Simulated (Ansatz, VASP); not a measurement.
## K in VASP and in Ansatz

```
CELL_PARAMETERS angstrom
4.52905 0.00000 0.00000
0.00000 4.52905 0.00000
0.00000 0.00000 4.52905
ATOMIC_POSITIONS crystal
K 0.00000 0.00000 0.00000
```

Alike in both runs: task single point; functional r2SCAN; k mesh 12 × 12 × 12; occupations gaussian, width 0.15 eV; no spin polarisation.

|  | VASP | Ansatz |
| --- | --- | --- |
| version | VASP 6.6.1 | Ansatz 0.2.0 |
| potentials or method | VASP PAW PBE potentials, release 64 (K_sv), cutoff 520 eV | scalar-relativistic, plane waves, PAW |
| valence electrons in the cell | 9 | 9 |

```tsv
	VASP	Ansatz	Ansatz less VASP
gap on the k mesh at the Fermi level (eV)	none	none	-
pressure (GPa)	-0.3	-0.3	+0.02
```

VASP's potentials were made for PBE, not for r2SCAN. A gap of «none» marks a metal or a gap that the smearing closes. With one functional, cell and mesh, what is left measures potentials, basis and numerics.
